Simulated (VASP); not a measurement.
# BeAs2 (Fd-3m) in VASP: notebook

The runs below take BeAs2 through relaxation of cell and atoms, single point, with PBE.

Everything below comes from runs of VASP 6.6.1. Logs are shortened: lines on timing, memory, paths and dates and some standing lists are left out, and cuts for length are marked.

**1. The cell of the first run**

Symmetry: Fd-3m, No. 227, cubic system. Conventional cell: a = 7.349 Å, b = 7.349 Å, c = 7.349 Å, α = 90.00°, β = 90.00°, γ = 90.00°. Within 4.0 Å of Be (site symmetry -43m) lie 12 As at 3.05 Å and 4 Be at 3.18 Å. Within 3.4 Å of As (site symmetry -3m) lie 6 As at 2.60 Å and 6 Be at 3.05 Å.

**2. Relaxation of cell and atoms, PBE**

INCAR reads:

```
SYSTEM = BeAs2
PREC = Accurate
ENCUT = 600
EDIFF = 1E-7
ISMEAR = 0
SIGMA = 0.1
LREAL = .False.
LASPH = .True.
NELM = 100
ALGO = Normal
ISIF = 3
LWAVE = .False.
LCHARG = .False.
GGA = PE
IBRION = 2
NSW = 90
EDIFFG = -0.04
```

KPOINTS reads:

```
regular mesh
0
Gamma
  4 4 4
  0 0 0
```

POSCAR reads:

```
BeAs2
1.0
    0.0000000000      3.6744587443      3.6744587443
    3.6744587443      0.0000000000      3.6744587443
    3.6744587443      3.6744587443      0.0000000000
Be As
2 4
Direct
    0.0000000000      0.0000000000      0.0000000000
    0.2500000000      0.2500000000      0.2500000000
    0.6250000000      0.6250000000      0.6250000000
    0.1250000000      0.6250000000      0.6250000000
    0.6250000000      0.6250000000      0.1250000000
    0.6250000000      0.1250000000      0.6250000000
```

Potentials or basis: VASP PAW PBE potentials, release 64 (Be, As).

The run is started by

```sh
cat potpaw_PBE.64/Be/POTCAR potpaw_PBE.64/As/POTCAR > POTCAR
mpirun -np 1 vasp_std > vasp.out
```

OUTCAR:

```text
SYSTEM = BeAs2
   PREC = Accurate
   ENCUT = 600
   EDIFF = 1E-7
   ISMEAR = 0
   LREAL = .False.
   LASPH = .True.
   NELM = 100
   ISIF = 3
   GGA = PE
   IBRION = 2
   NSW = 90
   EDIFFG = -0.04

 ion  position               nearest neighbor table
   1  0.000  0.000  0.000-
   2  0.250  0.250  0.250-
   3  0.625  0.625  0.625-   4 2.60   5 2.60   6 2.60   5 2.60   6 2.60   4 2.60
   4  0.125  0.625  0.625-   3 2.60   5 2.60   6 2.60   3 2.60   5 2.60   6 2.60
   5  0.625  0.625  0.125-   3 2.60   3 2.60   4 2.60   6 2.60   6 2.60   4 2.60
   6  0.625  0.125  0.625-   3 2.60   5 2.60   3 2.60   4 2.60   5 2.60   4 2.60

  LATTYP: Found a face centered cubic cell.
 ALAT       =     7.3489174886

  Lattice vectors:

 A1 = (   0.0000000000,   3.6744587443,   3.6744587443)
 A2 = (   3.6744587443,   0.0000000000,   3.6744587443)
 A3 = (   3.6744587443,   3.6744587443,   0.0000000000)

Analysis of symmetry for initial positions (statically):
=====================================================================
 Subroutine PRICEL returns:
 Original cell was already a primitive cell.

 Routine SETGRP: Setting up the symmetry group for a
 face centered cubic supercell.

 Subroutine GETGRP returns: Found 48 space group operations
 (whereof 24 operations were pure point group operations)
 out of a pool of 48 trial point group operations.

The static configuration has the point symmetry T_d .
 The point group associated with its full space group is O_h .

Analysis of symmetry for dynamics (positions and initial velocities):
=====================================================================
 Subroutine PRICEL returns:
 Original cell was already a primitive cell.

 Routine SETGRP: Setting up the symmetry group for a
 face centered cubic supercell.

 Subroutine GETGRP returns: Found 48 space group operations
 (whereof 24 operations were pure point group operations)
 out of a pool of 48 trial point group operations.

The dynamic configuration has the point symmetry T_d .
 The point group associated with its full space group is O_h .

 Subroutine INISYM returns: Found 48 space group operations
 (whereof 24 operations are pure point group operations),
 and found     1 'primitive' translations

----------------------------------------------------------------------------------------

                                     Primitive cell

  volume of cell :      99.2225

  direct lattice vectors                    reciprocal lattice vectors
     0.000000000  3.674458744  3.674458744    -0.136074463  0.136074463  0.136074463
     3.674458744  0.000000000  3.674458744     0.136074463 -0.136074463  0.136074463
     3.674458744  3.674458744  0.000000000     0.136074463  0.136074463 -0.136074463

  length of vectors
     5.196469391  5.196469391  5.196469391     0.235687883  0.235687883  0.235687883

  position of ions in fractional coordinates (direct lattice)
     0.000000000  0.000000000  0.000000000
     0.250000000  0.250000000  0.250000000
     0.625000000  0.625000000  0.625000000
     0.125000000  0.625000000  0.625000000
     0.625000000  0.625000000  0.125000000
     0.625000000  0.125000000  0.625000000

  ion indices of the primitive-cell ions
   primitive index   ion index
                 1           1
                 2           2
                 3           3
                 4           4
                 5           5
                 6           6

----------------------------------------------------------------------------------------

 KPOINTS: regular mesh

Automatic generation of k-mesh.
 Grid dimensions read from file:
 generate k-points for:    4    4    4

 Generating k-lattice:

  Cartesian coordinates                     Fractional coordinates (reciprocal lattice)
    -0.034018616  0.034018616  0.034018616     0.250000000  0.000000000  0.000000000
     0.034018616 -0.034018616  0.034018616     0.000000000  0.250000000  0.000000000
     0.034018616  0.034018616 -0.034018616     0.000000000  0.000000000  0.250000000

  Length of vectors
     0.058921971  0.058921971  0.058921971

  Shift w.r.t. Gamma in fractional coordinates (k-lattice)
     0.000000000  0.000000000  0.000000000

 Subroutine IBZKPT returns following result:
 ===========================================

 Found      8 irreducible k-points:

 Following reciprocal coordinates:
            Coordinates               Weight
  0.000000  0.000000  0.000000      1.000000
  0.250000  0.000000  0.000000      8.000000
  0.500000  0.000000  0.000000      4.000000
  0.250000  0.250000  0.000000      6.000000
  0.500000  0.250000  0.000000     24.000000
 -0.250000  0.250000  0.000000     12.000000
  0.500000  0.500000  0.000000      3.000000
 -0.250000  0.500000  0.250000      6.000000
   k-points           NKPTS =      8   k-points in BZ     NKDIM =      8   number of bands    NBANDS=     16
   number of dos      NEDOS =    301   number of ions     NIONS =      6
   total plane-waves  NPLWV =  74088
   dimension x,y,z NGX =    42 NGY =   42 NGZ =   42
   dimension x,y,z NGXF=    84 NGYF=   84 NGZF=   84
   ions per type =               2   4
   NGX,Y,Z   is equivalent  to a cutoff of  13.44, 13.44, 13.44 a.u.
   NGXF,Y,Z  is equivalent  to a cutoff of  26.87, 26.87, 26.87 a.u.
 SYSTEM =  BeAs2
   PREC   = accura    normal or accurate (medium, high low for compatibility)
   ISTART =      0    job   : 0-new  1-cont  2-samecut
   ICHARG =      2    charge: 1-file 2-atom 10-const
   ISPIN  =      1    spin polarized calculation?
   LNONCOLLINEAR =      F non collinear calculations
   LSORBIT =      F    spin-orbit coupling
   LASPH  =      T    aspherical Exc in radial PAW
   ENCUT  =  600.0 eV  44.10 Ry    6.64 a.u.  10.38 10.38 10.38*2*pi/ulx,y,z
   NELM   =    100;   NELMIN=  2; NELMDL= -5     # of ELM steps
   EDIFF  = 0.1E-06   stopping-criterion for ELM
   LREAL  =      F    real-space projection
   EDIFFG = -.4E-01   stopping-criterion for IOM
   NSW    =     90    number of steps for IOM
   IBRION =      2    ionic relax: 0-MD 1-quasi-New 2-CG
   NFREE  =      1    steps in history (QN), initial steepest desc. (CG)
   ISIF   =      3    stress and relaxation
   ISYM   =      2    0-nonsym 1-usesym 2-fastsym
   POTIM  = 0.5000    time-step for ionic-motion
   TEBEG  =    0.0;   TEEND  =   0.0 temperature during run
   PSTRESS=    0.0 pullay stress
   NELECT =      24.0000    total number of electrons
   NUPDOWN=      -1.0000    fix difference up-down
   EMIN   =  10.00;   EMAX   =-10.00  energy-range for DOS
   EFERMI =   0.00;   METHOD = LEGACY
   ISMEAR =     0;   SIGMA  =   0.10  broadening in eV -4-tet -1-fermi 0-gaus
   EFERMI_NEDOS =   21; number of points for ismear=-14 and -15
   IALGO  =     38    algorithm
   IMIX   =      4    mixing-type and parameters
     AMIX     =   0.40;   BMIX     =  1.00
     AMIX_MAG =   1.60;   BMIX_MAG =  1.00
  volume/ion in A,a.u.               =      16.54       111.60
  Fermi-wavevector in a.u.,A,eV,Ry     =   1.020020  1.927558 14.156047  1.040440
  Thomas-Fermi vector in A             =   2.153566
   LORBIT       =      0    0 simple, 1 ext, 2 COOP (PROOUT), +10 PAW based schemes
   GGA     = PE    functional components
   LHFCALC =     F    Hartree Fock is set to
   AEXX    =    0.0000 exact exchange contribution
   IVDW    =     0    specifies the selected vdW correction
   LEPSILON=     F    determine dielectric tensor
   LRPA    =     F    only Hartree local field effects (RPA)
 conjugate gradient relaxation of ions
 non-spin polarized calculation
 Gauss-broadening in eV      SIGMA  =   0.10
  energy-cutoff  :      600.00
  volume of cell :       99.22
 maximum number of plane-waves:      3329
 NGX is ok and might be reduce to    42
   NGX = 21   NGY = 21   NGZ = 21

--------------------------------------- Ionic step        1  -------------------------------------------

 number of electron      23.9999999 magnetization

 Free energy of the ion-electron system (eV)
  ---------------------------------------------------
  ext. energy  EPLUGINS =         0.00000000
  ---------------------------------------------------
  free energy    TOTEN  =       -19.93407600 eV

  energy without entropy =      -19.90930041  energy(sigma->0) =      -19.92168821

 E-fermi :   5.9061     XC(G=0): -10.3433

 val. band max:        5.8357610004   @ k =   0.5000   0.5000   0.0000
 cond. band min:       5.9460611962   @ k =  -0.2500   0.2500   0.0000
 fundamental gap:      0.1103001958
 Fermi energy:         5.9061019344

 k-point     1 :       0.0000    0.0000    0.0000
  band No.  band energies     occupation
      1      -9.5129      2.00000
      2      -2.6905      2.00000
      3      -2.6905      2.00000
      4      -2.6905      2.00000
      5      -2.3265      2.00000
      6       0.6464      2.00000
[... 8 lines left out ...]
     15       7.2435      0.00000
     16      11.1325      0.00000
[... 352 lines left out ...]
 POSITION                                       TOTAL-FORCE (eV/Angst)
 -----------------------------------------------------------------------------------
      3.89241      7.78482      3.89241         0.000000      0.000000      0.000000
      1.94621      1.94621      1.94621        -0.000000     -0.000000     -0.000000
      4.86551      4.86551      4.86551        -0.000000      0.000000     -0.000000
      4.86551      2.91931      2.91931        -0.000000      0.000000     -0.000000
      2.91931      2.91931      4.86551        -0.000000      0.000000     -0.000000
      2.91931      4.86551      2.91931        -0.000000      0.000000     -0.000000
 -----------------------------------------------------------------------------------
    total drift:                                0.000000      0.000000      0.000000

  FREE ENERGIE OF THE ION-ELECTRON SYSTEM (eV)
  ---------------------------------------------------
  free  energy   TOTEN  =       -20.3456395249 eV

  energy  without entropy=      -20.3095656080  energy(sigma->0) =      -20.32760257

--------------------------------------- Ionic step        3  -------------------------------------------

 number of electron      24.0000001 magnetization

 Free energy of the ion-electron system (eV)
  ---------------------------------------------------
  ext. energy  EPLUGINS =         0.00000000
  ---------------------------------------------------
  free energy    TOTEN  =       -20.38984619 eV

  energy without entropy =      -20.35674936  energy(sigma->0) =      -20.37329778

 E-fermi :   4.6842     XC(G=0):  -9.8391

 val. band max:        4.6728468456   @ k =   0.5000   0.5000   0.0000
 cond. band min:       4.7332806474   @ k =   0.5000   0.2500   0.0000
 fundamental gap:      0.0604338018
 Fermi energy:         4.6842267649

 k-point     1 :       0.0000    0.0000    0.0000
  band No.  band energies     occupation
      1      -9.6791      2.00000
      2      -3.9483      2.00000
      3      -3.9483      2.00000
      4      -3.9483      2.00000
      5      -2.5826      2.00000
      6       0.0844      2.00000
[... 8 lines left out ...]
     15       5.6564      0.00000
     16       9.4122      0.00000
[... 153 lines left out ...]
 POSITION                                       TOTAL-FORCE (eV/Angst)
 -----------------------------------------------------------------------------------
      0.00000      0.00000      0.00000        -0.000000     -0.000000     -0.000000
      1.91793      1.91793      1.91793         0.000000      0.000000      0.000000
      4.79482      4.79482      4.79482         0.000000     -0.000000     -0.000000
      4.79482      2.87689      2.87689         0.000000     -0.000000     -0.000000
      2.87689      2.87689      4.79482         0.000000     -0.000000     -0.000000
      2.87689      4.79482      2.87689         0.000000     -0.000000     -0.000000
 -----------------------------------------------------------------------------------
    total drift:                                0.000000      0.000000      0.000000

  FREE ENERGIE OF THE ION-ELECTRON SYSTEM (eV)
  ---------------------------------------------------
  free  energy   TOTEN  =       -20.3898461908 eV

  energy  without entropy=      -20.3567493596  energy(sigma->0) =      -20.37329778

 reached required accuracy - stopping structural energy minimisation
```

Wall time 41 s (1 thread of AMD EPYC 9R45 (Zen 5), shared host); peak memory 0.23 GiB.

What came out:

* Free energy: -20.3898 eV
* Relaxed volume: 18.81 Å³/atom
* Relaxed cell: a = 5.425 Å, b = 5.425 Å, c = 5.425 Å, α = 60.00°, β = 60.00°, γ = 60.00°
* Space group after relaxing (to 0.1 Å): Fd-3m (No. 227)
* Energy gained by relaxing: 76.0 meV/atom
* Ionic steps: 3
* Pressure after relaxing: 0.1 GPa
* Band gap on the k mesh: zero (bands 12 and 13 overlap by 1.09 eV)

The path:
```
step  energy change (eV)  largest force (eV/Å)  pressure (GPa)  volume (Å³)
   1              0.0000                0.0000           11.91        99.22
   2             -0.4116                0.0000           -2.72       117.95
   3             -0.4558                0.0000            0.05       112.88
```

Final structure:
```
Be As
1.0
     0.00000    3.83585    3.83585
     3.83585    0.00000    3.83585
     3.83585    3.83585    0.00000
Be As
2 4
Direct
  0.00000 0.00000 0.00000
  0.25000 0.25000 0.25000
  0.62500 0.62500 0.62500
  0.12500 0.62500 0.62500
  0.62500 0.62500 0.12500
  0.62500 0.12500 0.62500
```

Levels at points of the mesh, in eV from the Fermi level:
```tsv
k point	band 10	band 11	band 12	band 13	band 14	band 15
(0.00, 0.00, 0.00)	-2.40	-2.40	0.40	0.40	0.40	0.97
(0.50, 0.00, 0.00)	-0.83	-0.83	-0.47	-0.47	-0.47	2.42
(0.50, 0.50, 0.00)	-1.10	-0.41	-0.41	-0.01	-0.01	2.34
```

Caveat: the k points lie up to 0.35 Å⁻¹ apart in the final cell, too coarse for converged energies and pressures of a metal.

**3. Single point, PBE**

This run uses another cell than the first one, of 18.88 Å³/atom.

INCAR reads:

```
  PREC = Accurate
  ENCUT = 520
  EDIFF = 1E-7
  ISMEAR = 0
  SIGMA = 0.1
  LREAL = False
  LASPH = True
  NELM = 60
  ALGO = Normal
  ISIF = 2
  LWAVE = False
  LCHARG = False
  GGA = PE
  NBANDS = 21
```

KPOINTS reads:

```
regular mesh
0
Gamma
  8 8 8
```

POSCAR reads:

```
BeAs2
1.0
    0.0000000000      3.8405400932      3.8405400932
    3.8405400932      0.0000000000      3.8405400932
    3.8405400932      3.8405400932      0.0000000000
Be As
2 4
Direct
    0.5000000000      0.5000000000      0.5000000000
    0.7500000000      0.7500000000      0.7500000000
    0.1250000000      0.1250000000      0.1250000000
    0.6250000000      0.1250000000      0.1250000000
    0.1250000000      0.1250000000      0.6250000000
    0.1250000000      0.6250000000      0.1250000000
```

Potentials or basis: VASP PAW PBE potentials, release 64 (Be, As).

The run is started by

```sh
cat potpaw_PBE.64/Be/POTCAR potpaw_PBE.64/As/POTCAR > POTCAR
mpirun -np 1 vasp_std > vasp.out
```

Run time: 38 s. Hardware: 1 thread of AMD EPYC 9R45 (Zen 5), shared host; peak memory 0.22 GiB.

Results (log left out):

```
Free energy            : -20.2388 eV
Pressure               : 0.1 GPa
Band gap on the k mesh : zero (bands 12 and 13 overlap by 1.44 eV)
```

Levels at points of the mesh, in eV from the Fermi level:
```tsv
k point	band 10	band 11	band 12	band 13	band 14	band 15
(0.00, 0.00, 0.00)	-3.08	-3.08	0.04	0.04	0.04	0.70
(0.50, 0.00, 0.00)	-1.48	-1.48	-1.20	-1.15	-1.15	1.82
(0.50, 0.50, 0.00)	-1.79	-1.17	-1.17	-0.71	-0.71	1.79
```

(Continued in part 2 of 2.)

The gap in the log of VASP goes by the Fermi energy; the results here count the filled bands.